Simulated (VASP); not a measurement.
# Sb (Im-3m) in VASP: a series of runs

Runs on Sb. Level: PBE. Tasks: single point, relaxation of cell and atoms.

Everything below comes from runs of VASP 6.6.1. Logs are shortened: lines on timing, memory, paths and dates and some standing lists are left out, and cuts for length are marked.

## Step 1: The cell of the first run

Symmetry: Im-3m, No. 229, cubic system. The conventional cell has a = 3.521 Å, b = 3.521 Å, c = 3.521 Å, α = 90.00°, β = 90.00°, γ = 90.00°. Within 4.0 Å of Sb (site symmetry m-3m) lie 14 Sb at 3.05 to 3.52 Å.

## Step 2: Single point, PBE

Input file INCAR:

```
  PREC = Accurate
  ENCUT = 520
  EDIFF = 1E-6
  ISMEAR = -1
  SIGMA = 0.08
  LREAL = False
  LASPH = True
  NELM = 100
  ALGO = Normal
  ISIF = 2
  LWAVE = False
  LCHARG = False
  GGA = PE
  NBANDS = 8
```

Input file KPOINTS:

```
Automatic mesh
0
Gamma
  15 15 15
```

Input file POSCAR:

```
Sb
1.0
   -1.7603848460      1.7603848460      1.7603848460
    1.7603848460     -1.7603848460      1.7603848460
    1.7603848460      1.7603848460     -1.7603848460
Sb
1
Direct
    0.0000000000      0.0000000000      0.0000000000
```

Potentials or basis: VASP PAW PBE potentials, release 64 (Sb).

Run with:

```sh
cat potpaw_PBE.64/Sb/POTCAR > POTCAR
mpirun -np 1 vasp_std > vasp.out
```

OUTCAR:

```text
PREC = Accurate
   ENCUT = 520
   EDIFF = 1E-6
   ISMEAR = -1
   LREAL = False
   LASPH = True
   NELM = 100
   ISIF = 2
   GGA = PE

 ion  position               nearest neighbor table
   1  0.000  0.000  0.000-

  LATTYP: Found a body centered cubic cell.
 ALAT       =     3.5207696920

  Lattice vectors:

 A1 = (  -1.7603848460,   1.7603848460,   1.7603848460)
 A2 = (   1.7603848460,  -1.7603848460,   1.7603848460)
 A3 = (   1.7603848460,   1.7603848460,  -1.7603848460)

Analysis of symmetry for initial positions (statically):
=====================================================================
 Subroutine PRICEL returns:
 Original cell was already a primitive cell.

 Routine SETGRP: Setting up the symmetry group for a
 body centered cubic supercell.

 Subroutine GETGRP returns: Found 48 space group operations
 (whereof 48 operations were pure point group operations)
 out of a pool of 48 trial point group operations.

The static configuration has the point symmetry O_h .

Analysis of symmetry for dynamics (positions and initial velocities):
=====================================================================
 Subroutine PRICEL returns:
 Original cell was already a primitive cell.

 Routine SETGRP: Setting up the symmetry group for a
 body centered cubic supercell.

 Subroutine GETGRP returns: Found 48 space group operations
 (whereof 48 operations were pure point group operations)
 out of a pool of 48 trial point group operations.

The dynamic configuration has the point symmetry O_h .

 Subroutine INISYM returns: Found 48 space group operations
 (whereof 48 operations are pure point group operations),
 and found     1 'primitive' translations

----------------------------------------------------------------------------------------

                                     Primitive cell

  volume of cell :      21.8214

  direct lattice vectors                    reciprocal lattice vectors
    -1.760384846  1.760384846  1.760384846     0.000000000  0.284028803  0.284028803
     1.760384846 -1.760384846  1.760384846     0.284028803  0.000000000  0.284028803
     1.760384846  1.760384846 -1.760384846     0.284028803  0.284028803  0.000000000

  length of vectors
     3.049075994  3.049075994  3.049075994     0.401677385  0.401677385  0.401677385

  position of ions in fractional coordinates (direct lattice)
     0.000000000  0.000000000  0.000000000

  ion indices of the primitive-cell ions
   primitive index   ion index
                 1           1

----------------------------------------------------------------------------------------

 KPOINTS: Automatic mesh

Automatic generation of k-mesh.
 Grid dimensions read from file:
 generate k-points for:   15   15   15

 Generating k-lattice:

  Cartesian coordinates                     Fractional coordinates (reciprocal lattice)
     0.000000000  0.018935254  0.018935254     0.066666667  0.000000000  0.000000000
     0.018935254  0.000000000  0.018935254     0.000000000  0.066666667  0.000000000
     0.018935254  0.018935254  0.000000000     0.000000000  0.000000000  0.066666667

  Length of vectors
     0.026778492  0.026778492  0.026778492

  Shift w.r.t. Gamma in fractional coordinates (k-lattice)
     0.000000000  0.000000000  0.000000000

 Subroutine IBZKPT returns following result:
 ===========================================

 Found    120 irreducible k-points:

 Following reciprocal coordinates:
            Coordinates               Weight
  0.000000  0.000000  0.000000      1.000000
  0.066667  0.000000  0.000000     12.000000
  0.133333  0.000000  0.000000     12.000000
  0.200000  0.000000  0.000000     12.000000
  0.266667  0.000000  0.000000     12.000000
  0.333333  0.000000  0.000000     12.000000
[... 16 lines left out ...]
  0.333333  0.200000  0.000000     48.000000
  0.400000  0.200000 -0.000000     24.000000
 [... further k-points ...]
   k-points           NKPTS =    120   k-points in BZ     NKDIM =    120   number of bands    NBANDS=      8
   number of dos      NEDOS =    301   number of ions     NIONS =      1
   total plane-waves  NPLWV =  13824
   dimension x,y,z NGX =    24 NGY =   24 NGZ =   24
   dimension x,y,z NGXF=    48 NGYF=   48 NGZF=   48
   ions per type =               1
   NGX,Y,Z   is equivalent  to a cutoff of  13.09, 13.09, 13.09 a.u.
   NGXF,Y,Z  is equivalent  to a cutoff of  26.17, 26.17, 26.17 a.u.
 SYSTEM =  unknown system
   PREC   = accura    normal or accurate (medium, high low for compatibility)
   ISTART =      0    job   : 0-new  1-cont  2-samecut
   ICHARG =      2    charge: 1-file 2-atom 10-const
   ISPIN  =      1    spin polarized calculation?
   LNONCOLLINEAR =      F non collinear calculations
   LSORBIT =      F    spin-orbit coupling
   LASPH  =      T    aspherical Exc in radial PAW
   ENCUT  =  520.0 eV  38.22 Ry    6.18 a.u.   5.67  5.67  5.67*2*pi/ulx,y,z
   NELM   =    100;   NELMIN=  2; NELMDL= -5     # of ELM steps
   EDIFF  = 0.1E-05   stopping-criterion for ELM
   LREAL  =      F    real-space projection
   EDIFFG = 0.1E-04   stopping-criterion for IOM
   NSW    =      0    number of steps for IOM
   IBRION =     -1    ionic relax: 0-MD 1-quasi-New 2-CG
   NFREE  =      0    steps in history (QN), initial steepest desc. (CG)
   ISIF   =      2    stress and relaxation
   ISYM   =      2    0-nonsym 1-usesym 2-fastsym
   POTIM  = 0.5000    time-step for ionic-motion
   TEBEG  =    0.0;   TEEND  =   0.0 temperature during run
   PSTRESS=    0.0 pullay stress
   NELECT =       5.0000    total number of electrons
   NUPDOWN=      -1.0000    fix difference up-down
   EMIN   =  10.00;   EMAX   =-10.00  energy-range for DOS
   EFERMI =   0.00;   METHOD = LEGACY
   ISMEAR =    -1;   SIGMA  =   0.08  broadening in eV -4-tet -1-fermi 0-gaus
   EFERMI_NEDOS =   21; number of points for ismear=-14 and -15
   IALGO  =     38    algorithm
   IMIX   =      4    mixing-type and parameters
     AMIX     =   0.40;   BMIX     =  1.00
     AMIX_MAG =   1.60;   BMIX_MAG =  1.00
  volume/ion in A,a.u.               =      21.82       147.26
  Fermi-wavevector in a.u.,A,eV,Ry     =   1.001776  1.893082 13.654192  1.003555
  Thomas-Fermi vector in A             =   2.134220
   LORBIT       =      0    0 simple, 1 ext, 2 COOP (PROOUT), +10 PAW based schemes
   GGA     = PE    functional components
   LHFCALC =     F    Hartree Fock is set to
   AEXX    =    0.0000 exact exchange contribution
   IVDW    =     0    specifies the selected vdW correction
   LEPSILON=     F    determine dielectric tensor
   LRPA    =     F    only Hartree local field effects (RPA)
 non-spin polarized calculation
  energy-cutoff  :      520.00
  volume of cell :       21.82
 maximum number of plane-waves:       603
   NGX = 11   NGY = 11   NGZ = 11

 number of electron       5.0000000 magnetization

 Free energy of the ion-electron system (eV)
  ---------------------------------------------------
  ext. energy  EPLUGINS =         0.00000000
  ---------------------------------------------------
  free energy    TOTEN  =        -3.61748690 eV

  energy without entropy =       -3.60482954  energy(sigma->0) =       -3.61115822

 E-fermi :  11.4706     XC(G=0): -11.1763

 val. band max:       11.4694516340   @ k =  -0.2667   0.2667   0.2000
 cond. band min:      11.4765768471   @ k =   0.1333   0.1333   0.0667
 fundamental gap:      0.0071252130
 Fermi energy:        11.4706117193

 k-point     1 :       0.0000    0.0000    0.0000
  band No.  band energies     occupation
      1      -3.2208      2.00000
      2      18.8261      0.00000
      3      18.8261      0.00000
      4      18.8261      0.00000
      5      22.8760      0.00000
      6      22.8760      0.00000
      7      22.8760      0.00000
      8      23.3862      0.00000

 k-point     2 :       0.0667    0.0000    0.0000
  band No.  band energies     occupation
      1      -3.1080      2.00000
      2      17.8260      0.00000
      3      18.3317      0.00000
      4      18.6731      0.00000
      5      21.9354      0.00000
      6      21.9730      0.00000
      7      23.0552      0.00000
      8      23.4463      0.00000

 k-point     3 :       0.1333    0.0000    0.0000
  band No.  band energies     occupation
      1      -2.7695      2.00000
      2      15.6483      0.00000
      3      17.3146      0.00000
      4      18.2361      0.00000
      5      20.9745      0.00000
      6      21.0283      0.00000
      7      22.8622      0.00000
      8      24.0651      0.00000

 k-point     4 :       0.2000    0.0000    0.0000
  band No.  band energies     occupation
      1      -2.2058      2.00000
      2      13.1846      0.00000
      3      16.2392      0.00000
      4      17.6262      0.00000
      5      20.2132      0.00000
      6      20.2441      0.00000
      7      23.0975      0.00000
      8      24.5053      0.00000

 k-point     5 :       0.2667    0.0000    0.0000
  band No.  band energies     occupation
      1      -1.4193      2.00000
      2      10.7502      1.99975
      3      15.2797      0.00000
      4      16.9988      0.00000
      5      19.6180      0.00000
      6      19.6221      0.00000
      7      23.6820      0.00000
      8      25.0310      0.00000

 k-point     6 :       0.3333    0.0000    0.0000
  band No.  band energies     occupation
      1      -0.4180      2.00000
      2       8.4623      2.00000
      3      14.5128      0.00000
      4      16.4644      0.00000
      5      19.1593      0.00000
      6      19.1809      0.00000
      7      24.5179      0.00000
      8      25.6757      0.00000

 k-point     7 :       0.4000    0.0000    0.0000
  band No.  band energies     occupation
      1       0.7672      2.00000
      2       6.3998      2.00000
      3      13.9814      0.00000
      4      16.0838      0.00000
      5      18.8526      0.00000
      6      18.8952      0.00000
      7      25.5216      0.00000
      8      26.4596      0.00000

 k-point     8 :       0.4667    0.0000    0.0000
  band No.  band energies     occupation
      1       1.9552      2.00000
      2       4.7680      2.00000
      3      13.7099      0.00000
      4      15.8872      0.00000
      5      18.6999      0.00000
      6      18.7544      0.00000
      7      26.5550      0.00000
      8      27.3866      0.00000

 k-point     9 :       0.0667    0.0667    0.0000
  band No.  band energies     occupation
      1      -2.8823      2.00000
      2      16.4443      0.00000
      3      17.4764      0.00000
      4      18.1350      0.00000
      5      21.4188      0.00000
      6      21.5124      0.00000
      7      22.8225      0.00000
      8      23.8597      0.00000

 k-point    10 :       0.1333    0.0667    0.0000
  band No.  band energies     occupation
      1      -2.4312      2.00000
      2      14.3409      0.00000
      3      16.1872      0.00000
      4      17.4680      0.00000
      5      20.7652      0.00000
      6      21.2254      0.00000
      7      22.7114      0.00000
      8      24.7006      0.00000
[... 78 lines left out ...]
 k-point    18 :       0.2667    0.1333   -0.0000
  band No.  band energies     occupation
      1      -0.0877      2.00000
      2       8.6785      2.00000
      3      12.3141      0.00005
      4      15.3941      0.00000
      5      19.9941      0.00000
      6      21.9276      0.00000
      7      23.3109      0.00000
      8      27.3397      0.00000

 k-point    19 :       0.3333    0.1333    0.0000
  band No.  band energies     occupation
      1       1.0858      2.00000
      2       6.6945      2.00000
      3      11.7783      0.04181
      4      14.9991      0.00000
      5      19.6979      0.00000
      6      22.0218      0.00000
      7      23.8809      0.00000
      8      27.4461      0.00000

 k-point    20 :       0.4000    0.1333    0.0000
  band No.  band energies     occupation
      1       2.2461      2.00000
      2       5.1164      2.00000
      3      11.5136      0.73783
      4      14.7969      0.00000
      5      19.5477      0.00000
      6      21.9736      0.00000
      7      24.8703      0.00000
      8      26.1528      0.00000

 k-point    21 :       0.2000    0.2000    0.0000
  band No.  band energies     occupation
      1      -0.1971      2.00000
      2       9.5098      2.00000
      3      11.3924      1.45320
      4      15.3281      0.00000
      5      20.8078      0.00000
      6      21.4083      0.00000
      7      24.7361      0.00000
      8      25.7815      0.00000

 k-point    22 :       0.2667    0.2000    0.0000
  band No.  band energies     occupation
      1       0.8833      2.00000
      2       7.8694      2.00000
      3      10.3298      2.00000
      4      14.8559      0.00000
      5      20.6661      0.00000
      6      22.0315      0.00000
      7      24.8416      0.00000
      8      26.8989      0.00000

 k-point    23 :       0.3333    0.2000    0.0000
  band No.  band energies     occupation
      1       2.0727      2.00000
      2       6.1961      2.00000
      3       9.8175      2.00000
      4      14.5638      0.00000
      5      20.4681      0.00000
      6      22.9588      0.00000
      7      24.6855      0.00000
      8      25.9727      0.00000

 k-point    24 :       0.4000    0.2000   -0.0000
  band No.  band energies     occupation
      1       2.8301      2.00000
      2       5.2600      2.00000
      3       9.6607      2.00000
      4      14.4650      0.00000
      5      20.3968      0.00000
      6      23.5798      0.00000
      7      24.7433      0.00000
      8      25.1013      0.00000

 [... further k-points ...]
[... 5 lines left out ...]
  --------------------------------------------------------------------------------------
  -------------------------------------------------------------------------------------
  Total        2.9929247      2.9929247      2.9929247      0.0000000     -0.0000000      0.0000000
  in kB      219.7472834    219.7472834    219.7472834      0.0000000     -0.0000000      0.0000000
  external PRESSURE =     219.7472834 kB  Pullay stress =       0.0000000 kB

 VOLUME and BASIS-vectors are now :
 -----------------------------------------------------------------------------
  energy-cutoff  :      520.00
  volume of cell :       21.82
      direct lattice vectors                 reciprocal lattice vectors
    -1.760384846  1.760384846  1.760384846     0.000000000  0.284028803  0.284028803
     1.760384846 -1.760384846  1.760384846     0.284028803  0.000000000  0.284028803
     1.760384846  1.760384846 -1.760384846     0.284028803  0.284028803  0.000000000

 POSITION                                       TOTAL-FORCE (eV/Angst)
 -----------------------------------------------------------------------------------
      0.00000      0.00000      0.00000         0.000000      0.000000     -0.000000
 -----------------------------------------------------------------------------------
    total drift:                                0.000000      0.000000      0.000000

  FREE ENERGIE OF THE ION-ELECTRON SYSTEM (eV)
  ---------------------------------------------------
  free  energy   TOTEN  =        -3.6174868970 eV

  energy  without entropy=       -3.6048295450  energy(sigma->0) =       -3.61115822
```

Wall time 5.8 s (1 thread of Intel Xeon 6975P-C (Granite Rapids), shared host); peak memory 0.14 GiB.

What came out:

```
Free energy : -3.6175 eV
Pressure    : 22.0 GPa
```

Levels at points of the mesh, in eV from the Fermi level:
| k point | band 1 | band 2 | band 3 | band 4 | band 5 | band 6 | band 7 |
| --- | --- | --- | --- | --- | --- | --- | --- |
| (0.00, 0.00, 0.00) | -14.69 | 7.36 | 7.36 | 7.36 | 11.41 | 11.41 | 11.41 |

Caveat: spin-orbit coupling is left out, which moves the levels of the heavy elements.

(Part 1 of 2 ends here.)
